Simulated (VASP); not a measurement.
# TaN (P-6m2) in VASP: a series of runs, part 3 of 3

VASP 6.6.1. The steps go on from the part before.

### Step 6. Single point, PBEsol

This run uses another cell than the first one, of 10.10 Å³/atom, 1.015 times its volume.

INCAR

```
PREC = Accurate
ENCUT = 520
EDIFF = 1E-6
ISMEAR = 0
SIGMA = 0.15
LREAL = False
LASPH = True
NELM = 80
ALGO = Normal
ISIF = 2
LWAVE = False
LCHARG = False
GGA = PS
NBANDS = 15
```

KPOINTS

```
Automatic mesh
0
Gamma
  18 18 16
```

POSCAR

```
TaN
1.0
    2.9240351141      0.0000000000      0.0000000000
   -1.4620175570      2.5322886904      0.0000000000
    0.0000000000      0.0000000000      2.7272000000
Ta N
1 1
Direct
    0.3333333333      0.6666666667      0.5000000000
    0.0000000000      0.0000000000      0.0000000000
```

Potentials or basis: VASP PAW PBE potentials, release 64 (Ta_pv, N).

Command:

```
> cat potpaw_PBE.64/Ta_pv/POTCAR potpaw_PBE.64/N/POTCAR > POTCAR
> mpirun -np 1 vasp_std > vasp.out
```

OUTCAR:

```text
PREC = Accurate
   ENCUT = 520
   EDIFF = 1E-6
   ISMEAR = 0
   LREAL = False
   LASPH = True
   NELM = 80
   ISIF = 2
   GGA = PS

 ion  position               nearest neighbor table
   1  0.333  0.667  0.500-   2 2.17   2 2.17   2 2.17   2 2.17   2 2.17   2 2.17
   2  0.000  0.000  0.000-   1 2.17   1 2.17   1 2.17   1 2.17   1 2.17   1 2.17

  LATTYP: Found a hexagonal cell.
 ALAT       =     2.9240351141
 C/A-ratio  =     0.9326837379

  Lattice vectors:

 A1 = (   2.9240351141,   0.0000000000,   0.0000000000)
 A2 = (  -1.4620175570,   2.5322886904,   0.0000000000)
 A3 = (   0.0000000000,   0.0000000000,   2.7272000000)

Analysis of symmetry for initial positions (statically):
=====================================================================
 Subroutine PRICEL returns:
 Original cell was already a primitive cell.

 Routine SETGRP: Setting up the symmetry group for a
 hexagonal supercell.

 Subroutine GETGRP returns: Found 12 space group operations
 (whereof 12 operations were pure point group operations)
 out of a pool of 24 trial point group operations.

The static configuration has the point symmetry D_3h.

Analysis of symmetry for dynamics (positions and initial velocities):
=====================================================================
 Subroutine PRICEL returns:
 Original cell was already a primitive cell.

 Routine SETGRP: Setting up the symmetry group for a
 hexagonal supercell.

 Subroutine GETGRP returns: Found 12 space group operations
 (whereof 12 operations were pure point group operations)
 out of a pool of 24 trial point group operations.

The dynamic configuration has the point symmetry D_3h.

 Subroutine INISYM returns: Found 12 space group operations
 (whereof 12 operations are pure point group operations),
 and found     1 'primitive' translations

----------------------------------------------------------------------------------------

                                     Primitive cell

  volume of cell :      20.1936

  direct lattice vectors                    reciprocal lattice vectors
     2.924035114  0.000000000  0.000000000     0.341993157  0.197449841  0.000000000
    -1.462017557  2.532288690  0.000000000     0.000000000  0.394899683  0.000000000
     0.000000000  0.000000000  2.727200000     0.000000000  0.000000000  0.366676445

  length of vectors
     2.924035114  2.924035114  2.727200000     0.394899683  0.394899683  0.366676445

  position of ions in fractional coordinates (direct lattice)
     0.333333333  0.666666667  0.500000000
     0.000000000  0.000000000  0.000000000

  ion indices of the primitive-cell ions
   primitive index   ion index
                 1           1
                 2           2

----------------------------------------------------------------------------------------

 KPOINTS: Automatic mesh

Automatic generation of k-mesh.
 Grid dimensions read from file:
 generate k-points for:   18   18   16

 Generating k-lattice:

  Cartesian coordinates                     Fractional coordinates (reciprocal lattice)
     0.018999620  0.010969436  0.000000000     0.055555556 -0.000000000  0.000000000
     0.000000000  0.021938871  0.000000000     0.000000000  0.055555556  0.000000000
     0.000000000  0.000000000  0.022917278     0.000000000  0.000000000  0.062500000

  Length of vectors
     0.021938871  0.021938871  0.022917278

  Shift w.r.t. Gamma in fractional coordinates (k-lattice)
     0.000000000  0.000000000  0.000000000

 Subroutine IBZKPT returns following result:
 ===========================================

 Found    333 irreducible k-points:

 Following reciprocal coordinates:
            Coordinates               Weight
  0.000000  0.000000  0.000000      1.000000
  0.055556  0.000000  0.000000      6.000000
  0.111111  0.000000  0.000000      6.000000
  0.166667  0.000000  0.000000      6.000000
  0.222222  0.000000  0.000000      6.000000
  0.277778  0.000000  0.000000      6.000000
[... 16 lines left out ...]
  0.333333  0.111111  0.000000     12.000000
  0.388889  0.111111  0.000000     12.000000
 [... further k-points ...]
   k-points           NKPTS =    333   k-points in BZ     NKDIM =    333   number of bands    NBANDS=     15
   number of dos      NEDOS =    301   number of ions     NIONS =      2
   total plane-waves  NPLWV =  11520
   dimension x,y,z NGX =    24 NGY =   24 NGZ =   20
   dimension x,y,z NGXF=    48 NGYF=   48 NGZF=   40
   ions per type =               1   1
   NGX,Y,Z   is equivalent  to a cutoff of  13.65, 13.65, 12.19 a.u.
   NGXF,Y,Z  is equivalent  to a cutoff of  27.29, 27.29, 24.38 a.u.
 SYSTEM =  unknown system
   PREC   = accura    normal or accurate (medium, high low for compatibility)
   ISTART =      0    job   : 0-new  1-cont  2-samecut
   ICHARG =      2    charge: 1-file 2-atom 10-const
   ISPIN  =      1    spin polarized calculation?
   LNONCOLLINEAR =      F non collinear calculations
   LSORBIT =      F    spin-orbit coupling
   LASPH  =      T    aspherical Exc in radial PAW
   ENCUT  =  520.0 eV  38.22 Ry    6.18 a.u.   5.44  5.44  5.07*2*pi/ulx,y,z
   NELM   =     80;   NELMIN=  2; NELMDL= -5     # of ELM steps
   EDIFF  = 0.1E-05   stopping-criterion for ELM
   LREAL  =      F    real-space projection
   EDIFFG = 0.1E-04   stopping-criterion for IOM
   NSW    =      0    number of steps for IOM
   IBRION =     -1    ionic relax: 0-MD 1-quasi-New 2-CG
   NFREE  =      0    steps in history (QN), initial steepest desc. (CG)
   ISIF   =      2    stress and relaxation
   ISYM   =      2    0-nonsym 1-usesym 2-fastsym
   POTIM  = 0.5000    time-step for ionic-motion
   TEBEG  =    0.0;   TEEND  =   0.0 temperature during run
   PSTRESS=    0.0 pullay stress
   NELECT =      16.0000    total number of electrons
   NUPDOWN=      -1.0000    fix difference up-down
   EMIN   =  10.00;   EMAX   =-10.00  energy-range for DOS
   EFERMI =   0.00;   METHOD = LEGACY
   ISMEAR =     0;   SIGMA  =   0.15  broadening in eV -4-tet -1-fermi 0-gaus
   EFERMI_NEDOS =   21; number of points for ismear=-14 and -15
   IALGO  =     38    algorithm
   IMIX   =      4    mixing-type and parameters
     AMIX     =   0.40;   BMIX     =  1.00
     AMIX_MAG =   1.60;   BMIX_MAG =  1.00
  volume/ion in A,a.u.               =      10.10        68.14
  Fermi-wavevector in a.u.,A,eV,Ry     =   1.514877  2.862701 31.223341  2.294851
  Thomas-Fermi vector in A             =   2.624475
   LORBIT       =      0    0 simple, 1 ext, 2 COOP (PROOUT), +10 PAW based schemes
   GGA     = PS    functional components
   LHFCALC =     F    Hartree Fock is set to
   AEXX    =    0.0000 exact exchange contribution
   IVDW    =     0    specifies the selected vdW correction
   LEPSILON=     F    determine dielectric tensor
   LRPA    =     F    only Hartree local field effects (RPA)
 non-spin polarized calculation
 Gauss-broadening in eV      SIGMA  =   0.15
  energy-cutoff  :      520.00
  volume of cell :       20.19
 maximum number of plane-waves:       574
 NGX is ok and might be reduce to    24
   NGX = 11   NGY = 11   NGZ = 11

 number of electron      16.0000006 magnetization

 Free energy of the ion-electron system (eV)
  ---------------------------------------------------
  ext. energy  EPLUGINS =         0.00000000
  ---------------------------------------------------
  free energy    TOTEN  =       -23.63895035 eV

  energy without entropy =      -23.63770365  energy(sigma->0) =      -23.63832700

 E-fermi :   8.7983     XC(G=0): -13.8538

 val. band max:        8.7817891225   @ k =   0.0000   0.0000   0.3750
 cond. band min:       8.8073014631   @ k =   0.0000   0.0000   0.2500
 fundamental gap:      0.0255123405
 Fermi energy:         8.7983301910

 k-point     1 :       0.0000    0.0000    0.0000
  band No.  band energies     occupation
      1     -25.6206      2.00000
      2     -25.5671      2.00000
      3     -25.5671      2.00000
      4      -9.4905      2.00000
      5       3.5232      2.00000
      6       3.5232      2.00000
      7       4.3277      2.00000
      8       6.1676      2.00000
      9      11.0894      0.00000
     10      13.0130      0.00000
     11      13.0130      0.00000
     12      13.3136      0.00000
     13      13.3136      0.00000
     14      22.2984      0.00000
     15      22.6877      0.00000
[... 397 lines left out ...]
 k-point    24 :       0.3889    0.1111    0.0000
  band No.  band energies     occupation
      1     -26.6613      2.00000
      2     -25.9069      2.00000
      3     -25.4677      2.00000
      4      -6.9992      2.00000
      5       0.2549      2.00000
      6       3.8381      2.00000
      7       4.1870      2.00000
      8       6.2061      2.00000
      9      11.6683      0.00000
     10      11.7904      0.00000
     11      13.6009      0.00000
     12      15.5254      0.00000
     13      18.1330      0.00000
     14      21.5797      0.00000
     15      22.4891      0.00000

 [... further k-points ...]
[... 5 lines left out ...]
  --------------------------------------------------------------------------------------
  -------------------------------------------------------------------------------------
  Total        1.3461748      1.3461748      6.5131088      0.0000000     -0.0000000      0.0000000
  in kB      106.8068847    106.8068847    516.7567178      0.0000000     -0.0000000      0.0000000
  external PRESSURE =     243.4568290 kB  Pullay stress =       0.0000000 kB

 VOLUME and BASIS-vectors are now :
 -----------------------------------------------------------------------------
  energy-cutoff  :      520.00
  volume of cell :       20.19
      direct lattice vectors                 reciprocal lattice vectors
     2.924035114  0.000000000  0.000000000     0.341993157  0.197449841  0.000000000
    -1.462017557  2.532288690  0.000000000     0.000000000  0.394899683  0.000000000
     0.000000000  0.000000000  2.727200000     0.000000000  0.000000000  0.366676445

 POSITION                                       TOTAL-FORCE (eV/Angst)
 -----------------------------------------------------------------------------------
     -0.00000      1.68819      1.36360         0.000000      0.000000      0.000000
      0.00000      0.00000      0.00000        -0.000000      0.000000      0.000000
 -----------------------------------------------------------------------------------
    total drift:                                0.000000     -0.000000     -0.000000

  FREE ENERGIE OF THE ION-ELECTRON SYSTEM (eV)
  ---------------------------------------------------
  free  energy   TOTEN  =       -23.6389503539 eV

  energy  without entropy=      -23.6377036517  energy(sigma->0) =      -23.63832700
```

OSZICAR:

```text
N       E                     dE             d eps       ncg     rms          rms(c)
DAV:   1     0.896578774842E+02    0.89658E+02   -0.88056E+03  9990   0.115E+03
DAV:   2    -0.232350669663E+02   -0.11289E+03   -0.10635E+03 12013   0.308E+02
DAV:   3    -0.259244331800E+02   -0.26894E+01   -0.26784E+01 11530   0.446E+01
DAV:   4    -0.259343813778E+02   -0.99482E-02   -0.99455E-02 12895   0.296E+00
DAV:   5    -0.259344353786E+02   -0.54001E-04   -0.54000E-04 11649   0.201E-01    0.275E+01
DAV:   6    -0.237073686196E+02    0.22271E+01   -0.33876E+00 12954   0.225E+01    0.120E+01
DAV:   7    -0.236708881007E+02    0.36481E-01   -0.56161E-01 10508   0.563E+00    0.786E+00
DAV:   8    -0.236465460067E+02    0.24342E-01   -0.11272E-01 12265   0.277E+00    0.167E+00
DAV:   9    -0.236390093924E+02    0.75366E-02   -0.14032E-02 11138   0.980E-01    0.156E-01
DAV:  10    -0.236390364985E+02   -0.27106E-04   -0.10939E-03 12230   0.385E-01    0.934E-02
DAV:  11    -0.236389499822E+02    0.86516E-04   -0.14264E-04 11810   0.123E-01    0.126E-02
DAV:  12    -0.236389504040E+02   -0.42184E-06   -0.14752E-05 10641   0.370E-02    0.745E-03
DAV:  13    -0.236389503539E+02    0.50041E-07   -0.11377E-07  5275   0.301E-03
   1 F= -.23638950E+02 E0= -.23638327E+02  d E =-.124670E-02
```

Wall time 25 s (1 thread of Intel Xeon 6975P-C (Granite Rapids), shared host); peak memory 0.22 GiB.

What came out:

* Free energy: -23.6390 eV
* Pressure: 24.3 GPa
* Band gap on the k mesh: zero (band 8 reaches 9.03 eV, above the bottom of band 9 at 8.72 eV)

Stress tensor (GPa, compression positive):
```
10.68  0.00  0.00
 0.00 10.68  0.00
 0.00  0.00 51.68
```

Caveat: the PAW data sets were made with another functional, which shifts forces and pressure a little; spin-orbit coupling is left out, which moves the levels of the heavy elements.

### Step 7. Overview

| cell | gap on the mesh (eV) | pressure (GPa) |
| --- | --- | --- |
| a = 2.778, b = 2.778, c = 2.978 Å, angles 90.0, 90.0, 120.0°, 2 atoms | none | 27.3 |
| a = 2.888, b = 2.887, c = 2.763 Å, angles 90.0, 90.0, 120.0°, 2 atoms | none | 28.7 |
| a = 2.814, b = 2.814, c = 2.907 Å, angles 90.0, 90.0, 120.0°, 2 atoms | none | 26.7 |
| a = 2.851, b = 2.851, c = 2.871 Å, angles 90.0, 90.0, 120.0°, 2 atoms | none | 21.0 |
| a = 2.924, b = 2.924, c = 2.727 Å, angles 90.0, 90.0, 120.0°, 2 atoms | none | 24.3 |

Alike in all rows: task single point; level PBEsol; potentials or basis VASP PAW PBE potentials, release 64 (Ta_pv, N); no spin polarisation; k mesh 18 × 18 × 16; cutoff (eV) 520; smearing gaussian 0.15 eV.

Caveats: the PAW data sets were made with another functional, which shifts forces and pressure a little; spin-orbit coupling is left out, which moves the levels of the heavy elements.

Absolute energies hang on the potentials; compare differences alone.
